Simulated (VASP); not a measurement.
# Sn (Fd-3m) in VASP: notebook

Runs on Sn. Level: LDA. Tasks: single point.

Everything below comes from runs of VASP 6.6.1. Logs are shortened: lines on timing, memory, paths and dates and some standing lists are left out, and cuts for length are marked.

## (1) The cell of the first run

Symmetry: Fd-3m, No. 227, cubic system. Conventional cell: a = 6.335 Å, b = 6.335 Å, c = 6.335 Å, α = 90.00°, β = 90.00°, γ = 90.00°. Within 3.6 Å of Sn (site symmetry -43m) lie 4 Sn at 2.74 Å.

## (2) Single point, LDA

INCAR reads:

```
PREC     = Accurate       # precision mode
ENCUT    = 520            # plane-wave cutoff, eV
EDIFF    = 1E-6           # SCF threshold, eV
ISMEAR   = -1             # smearing method
SIGMA    = 0.1            # smearing width, eV
LREAL    = False          # projectors in reciprocal space
LASPH    = True           # aspherical terms in the spheres
NELM     = 60             # most SCF steps
ALGO     = Normal         # electronic algorithm
ISIF     = 2              # what is computed and relaxed
LWAVE    = False          # write WAVECAR
LCHARG   = True           # write CHGCAR
GGA      = CA             # functional
LELF     = True           # ELF
LVHAR    = True         
NBANDS   = 21             # bands
```

KPOINTS reads:

```
regular mesh
0
Gamma
  8 8 8
```

POSCAR reads:

```
Sn
1.0
    0.0000000000      3.1673378875      3.1673378875
    3.1673378875      0.0000000000      3.1673378875
    3.1673378875      3.1673378875      0.0000000000
Sn
2
Direct
    0.0000000000      0.0000000000      0.0000000000
    0.2500000000      0.2500000000      0.2500000000
```

Potentials or basis: VASP PAW LDA potentials, release 64 (Sn_d).

On the command line:

```sh
$ cat potpaw_LDA.64/Sn_d/POTCAR > POTCAR
$ mpirun -np 1 vasp_std > vasp.out
```

OUTCAR:

```text
PREC = Accurate
   ENCUT = 520
   EDIFF = 1E-6
   ISMEAR = -1
   LREAL = False
   LASPH = True
   NELM = 60
   ISIF = 2
   GGA = CA

 ion  position               nearest neighbor table
   1  0.000  0.000  0.000-   2 2.74   2 2.74   2 2.74   2 2.74
   2  0.250  0.250  0.250-   1 2.74   1 2.74   1 2.74   1 2.74

  LATTYP: Found a face centered cubic cell.
 ALAT       =     6.3346757750

  Lattice vectors:

 A1 = (   0.0000000000,   3.1673378875,   3.1673378875)
 A2 = (   3.1673378875,   0.0000000000,   3.1673378875)
 A3 = (   3.1673378875,   3.1673378875,   0.0000000000)

Analysis of symmetry for initial positions (statically):
=====================================================================
 Subroutine PRICEL returns:
 Original cell was already a primitive cell.

 Routine SETGRP: Setting up the symmetry group for a
 face centered cubic supercell.

 Subroutine GETGRP returns: Found 48 space group operations
 (whereof 24 operations were pure point group operations)
 out of a pool of 48 trial point group operations.

The static configuration has the point symmetry T_d .
 The point group associated with its full space group is O_h .

Analysis of symmetry for dynamics (positions and initial velocities):
=====================================================================
 Subroutine PRICEL returns:
 Original cell was already a primitive cell.

 Routine SETGRP: Setting up the symmetry group for a
 face centered cubic supercell.

 Subroutine GETGRP returns: Found 48 space group operations
 (whereof 24 operations were pure point group operations)
 out of a pool of 48 trial point group operations.

The dynamic configuration has the point symmetry T_d .
 The point group associated with its full space group is O_h .

 Subroutine INISYM returns: Found 48 space group operations
 (whereof 24 operations are pure point group operations),
 and found     1 'primitive' translations

----------------------------------------------------------------------------------------

                                     Primitive cell

  volume of cell :      63.5497

  direct lattice vectors                    reciprocal lattice vectors
     0.000000000  3.167337888  3.167337888    -0.157861276  0.157861276  0.157861276
     3.167337888  0.000000000  3.167337888     0.157861276 -0.157861276  0.157861276
     3.167337888  3.167337888  0.000000000     0.157861276  0.157861276 -0.157861276

  length of vectors
     4.479292197  4.479292197  4.479292197     0.273423750  0.273423750  0.273423750

  position of ions in fractional coordinates (direct lattice)
     0.000000000  0.000000000  0.000000000
     0.250000000  0.250000000  0.250000000

  ion indices of the primitive-cell ions
   primitive index   ion index
                 1           1
                 2           2

----------------------------------------------------------------------------------------

 KPOINTS: regular mesh

Automatic generation of k-mesh.
 Grid dimensions read from file:
 generate k-points for:    8    8    8

 Generating k-lattice:

  Cartesian coordinates                     Fractional coordinates (reciprocal lattice)
    -0.019732659  0.019732659  0.019732659     0.125000000  0.000000000  0.000000000
     0.019732659 -0.019732659  0.019732659     0.000000000  0.125000000  0.000000000
     0.019732659  0.019732659 -0.019732659     0.000000000  0.000000000  0.125000000

  Length of vectors
     0.034177969  0.034177969  0.034177969

  Shift w.r.t. Gamma in fractional coordinates (k-lattice)
     0.000000000  0.000000000  0.000000000

 Subroutine IBZKPT returns following result:
 ===========================================

 Found     29 irreducible k-points:

 Following reciprocal coordinates:
            Coordinates               Weight
  0.000000  0.000000  0.000000      1.000000
  0.125000  0.000000  0.000000      8.000000
  0.250000  0.000000  0.000000      8.000000
  0.375000  0.000000  0.000000      8.000000
  0.500000  0.000000  0.000000      4.000000
  0.125000  0.125000  0.000000      6.000000
[... 16 lines left out ...]
  0.500000  0.250000  0.125000     48.000000
 -0.375000  0.250000  0.125000     24.000000
 [... further k-points ...]
   k-points           NKPTS =     29   k-points in BZ     NKDIM =     29   number of bands    NBANDS=     21
   number of dos      NEDOS =    301   number of ions     NIONS =      2
   total plane-waves  NPLWV =  46656
   dimension x,y,z NGX =    36 NGY =   36 NGZ =   36
   dimension x,y,z NGXF=    72 NGYF=   72 NGZF=   72
   ions per type =               2
   NGX,Y,Z   is equivalent  to a cutoff of  13.36, 13.36, 13.36 a.u.
   NGXF,Y,Z  is equivalent  to a cutoff of  26.72, 26.72, 26.72 a.u.
 SYSTEM =  unknown system
   PREC   = accura    normal or accurate (medium, high low for compatibility)
   ISTART =      0    job   : 0-new  1-cont  2-samecut
   ICHARG =      2    charge: 1-file 2-atom 10-const
   ISPIN  =      1    spin polarized calculation?
   LNONCOLLINEAR =      F non collinear calculations
   LSORBIT =      F    spin-orbit coupling
   LASPH  =      T    aspherical Exc in radial PAW
   ENCUT  =  520.0 eV  38.22 Ry    6.18 a.u.   8.33  8.33  8.33*2*pi/ulx,y,z
   NELM   =     60;   NELMIN=  2; NELMDL= -5     # of ELM steps
   EDIFF  = 0.1E-05   stopping-criterion for ELM
   LREAL  =      F    real-space projection
   EDIFFG = 0.1E-04   stopping-criterion for IOM
   NSW    =      0    number of steps for IOM
   IBRION =     -1    ionic relax: 0-MD 1-quasi-New 2-CG
   NFREE  =      0    steps in history (QN), initial steepest desc. (CG)
   ISIF   =      2    stress and relaxation
   ISYM   =      2    0-nonsym 1-usesym 2-fastsym
   POTIM  = 0.5000    time-step for ionic-motion
   TEBEG  =    0.0;   TEEND  =   0.0 temperature during run
   PSTRESS=    0.0 pullay stress
   NELECT =      28.0000    total number of electrons
   NUPDOWN=      -1.0000    fix difference up-down
   EMIN   =  10.00;   EMAX   =-10.00  energy-range for DOS
   EFERMI =   0.00;   METHOD = LEGACY
   ISMEAR =    -1;   SIGMA  =   0.10  broadening in eV -4-tet -1-fermi 0-gaus
   EFERMI_NEDOS =   21; number of points for ismear=-14 and -15
   IALGO  =     38    algorithm
   IMIX   =      4    mixing-type and parameters
     AMIX     =   0.40;   BMIX     =  1.00
     AMIX_MAG =   1.60;   BMIX_MAG =  1.00
  volume/ion in A,a.u.               =      31.77       214.43
  Fermi-wavevector in a.u.,A,eV,Ry     =   1.245728  2.354084 21.114030  1.551837
  Thomas-Fermi vector in A             =   2.379937
   LORBIT       =      0    0 simple, 1 ext, 2 COOP (PROOUT), +10 PAW based schemes
   GGA     = CA    functional components
   LHFCALC =     F    Hartree Fock is set to
   AEXX    =    0.0000 exact exchange contribution
   IVDW    =     0    specifies the selected vdW correction
   LEPSILON=     F    determine dielectric tensor
   LRPA    =     F    only Hartree local field effects (RPA)
 non-spin polarized calculation
  energy-cutoff  :      520.00
  volume of cell :       63.55
 maximum number of plane-waves:      1727
 NGX is ok and might be reduce to    36
   NGX = 17   NGY = 17   NGZ = 17

 number of electron      28.0000001 magnetization

 Free energy of the ion-electron system (eV)
  ---------------------------------------------------
  ext. energy  EPLUGINS =         0.00000000
  ---------------------------------------------------
  free energy    TOTEN  =        -8.89159256 eV

  energy without entropy =       -8.88495640  energy(sigma->0) =       -8.88827448

 E-fermi :   6.1742     XC(G=0):  -9.5109

 val. band max:        5.9386927770   @ k =   0.1250   0.0000   0.0000
 cond. band min:       6.2210120301   @ k =   0.5000   0.0000   0.0000
 fundamental gap:      0.2823192531
 Fermi energy:         6.1741930367

 k-point     1 :       0.0000    0.0000    0.0000
  band No.  band energies     occupation
      1     -15.6064      2.00000
      2     -15.6064      2.00000
      3     -15.6064      2.00000
      4     -15.5342      2.00000
      5     -15.5342      2.00000
      6     -15.1564      2.00000
[... 13 lines left out ...]
     20      14.3933      0.00000
     21      14.3940      0.00000

 k-point     2 :       0.1250    0.0000    0.0000
  band No.  band energies     occupation
      1     -15.6199      2.00000
      2     -15.6199      2.00000
      3     -15.6021      2.00000
      4     -15.5151      2.00000
      5     -15.5151      2.00000
      6     -15.1798      2.00000
[... 13 lines left out ...]
     20      13.3452      0.00000
     21      13.3452      0.00000

 k-point     3 :       0.2500    0.0000    0.0000
  band No.  band energies     occupation
      1     -15.6379      2.00000
      2     -15.6379      2.00000
      3     -15.5913      2.00000
      4     -15.4849      2.00000
      5     -15.4849      2.00000
      6     -15.2056      2.00000
[... 13 lines left out ...]
     20      13.1359      0.00000
     21      13.1359      0.00000

 k-point     4 :       0.3750    0.0000    0.0000
  band No.  band energies     occupation
      1     -15.6477      2.00000
      2     -15.6477      2.00000
      3     -15.5800      2.00000
      4     -15.4655      2.00000
      5     -15.4655      2.00000
      6     -15.2196      2.00000
[... 13 lines left out ...]
     20      14.0325      0.00000
     21      14.0325      0.00000

 k-point     5 :       0.5000    0.0000    0.0000
  band No.  band energies     occupation
      1     -15.6503      2.00000
      2     -15.6503      2.00000
      3     -15.5752      2.00000
      4     -15.4598      2.00000
      5     -15.4598      2.00000
      6     -15.2230      2.00000
[... 13 lines left out ...]
     20      15.1560      0.00000
     21      15.1560      0.00000

 k-point     6 :       0.1250    0.1250    0.0000
  band No.  band energies     occupation
      1     -15.6170      2.00000
      2     -15.6168      2.00000
      3     -15.6168      2.00000
      4     -15.5187      2.00000
      5     -15.4948      2.00000
      6     -15.2198      2.00000
[... 13 lines left out ...]
     20      12.3027      0.00000
     21      14.5684      0.00000

 k-point     7 :       0.2500    0.1250    0.0000
  band No.  band energies     occupation
      1     -15.6425      2.00000
      2     -15.6314      2.00000
      3     -15.5997      2.00000
      4     -15.4942      2.00000
      5     -15.4599      2.00000
      6     -15.2570      2.00000
[... 13 lines left out ...]
     20      13.2700      0.00000
     21      14.1325      0.00000
[... 291 lines left out ...]
      1     -15.6963      2.00000
      2     -15.6692      2.00000
      3     -15.5054      2.00000
      4     -15.4019      2.00000
      5     -15.3539      2.00000
      6     -15.3314      2.00000
[... 13 lines left out ...]
     20      14.3751      0.00000
     21      17.4219      0.00000

 k-point    21 :       0.5000    0.5000    0.0000
  band No.  band energies     occupation
      1     -15.6682      2.00000
      2     -15.6682      2.00000
      3     -15.5080      2.00000
      4     -15.5080      2.00000
      5     -15.3331      2.00000
      6     -15.3331      2.00000
[... 13 lines left out ...]
     20      15.9092      0.00000
     21      16.9043      0.00000

 k-point    22 :       0.3750    0.2500    0.1250
  band No.  band energies     occupation
      1     -15.6558      2.00000
      2     -15.6533      2.00000
      3     -15.5754      2.00000
      4     -15.4709      2.00000
      5     -15.4226      2.00000
      6     -15.2964      2.00000
[... 13 lines left out ...]
     20      14.2670      0.00000
     21      14.7284      0.00000

 k-point    23 :       0.5000    0.2500    0.1250
  band No.  band energies     occupation
      1     -15.6780      2.00000
      2     -15.6639      2.00000
      3     -15.5369      2.00000
      4     -15.4442      2.00000
      5     -15.3996      2.00000
      6     -15.3130      2.00000
[... 13 lines left out ...]
     20      14.1469      0.00000
     21      15.3706      0.00000

 k-point    24 :      -0.3750    0.2500    0.1250
  band No.  band energies     occupation
      1     -15.6872      2.00000
      2     -15.6666      2.00000
      3     -15.5191      2.00000
      4     -15.4245      2.00000
      5     -15.4018      2.00000
      6     -15.3054      2.00000
[... 13 lines left out ...]
     20      14.7840      0.00000
     21      15.4822      0.00000

 [... further k-points ...]

------------------------ aborting loop because EDIFF is reached ----------------------------------------

  FORCE on cell =-STRESS in cart. coord.  units (eV):
  Direction    XX          YY          ZZ          XY          YZ          ZX
  --------------------------------------------------------------------------------------
  -------------------------------------------------------------------------------------
  Total        1.4017179      1.4017179      1.4017179      0.0000000     -0.0000000      0.0000000
  in kB       35.3393066     35.3393066     35.3393066      0.0000000     -0.0000000      0.0000000
  external PRESSURE =      35.3393066 kB  Pullay stress =       0.0000000 kB

 VOLUME and BASIS-vectors are now :
 -----------------------------------------------------------------------------
  energy-cutoff  :      520.00
  volume of cell :       63.55
      direct lattice vectors                 reciprocal lattice vectors
     0.000000000  3.167337888  3.167337888    -0.157861276  0.157861276  0.157861276
     3.167337888  0.000000000  3.167337888     0.157861276 -0.157861276  0.157861276
     3.167337888  3.167337888  0.000000000     0.157861276  0.157861276 -0.157861276

 POSITION                                       TOTAL-FORCE (eV/Angst)
 -----------------------------------------------------------------------------------
      0.00000      0.00000      0.00000        -0.000000     -0.000000     -0.000000
      1.58367      1.58367      1.58367         0.000000      0.000000      0.000000
 -----------------------------------------------------------------------------------
    total drift:                                0.000000      0.000000      0.000000

  FREE ENERGIE OF THE ION-ELECTRON SYSTEM (eV)
  ---------------------------------------------------
  free  energy   TOTEN  =        -8.8915925569 eV

  energy  without entropy=       -8.8849564008  energy(sigma->0) =       -8.88827448
```

It took 47 s on 1 thread of Intel Xeon 8259CL, shared host; peak memory 0.18 GiB.

What came out:

* Free energy: -8.8916 eV
* Pressure: 3.5 GPa
* Band gap on the k mesh: zero (band 14 reaches 6.26 eV, above the bottom of band 15 at 6.22 eV)

Caveat: spin-orbit coupling is left out, which moves the levels of the heavy elements.

(Continued in part 2 of 2.)
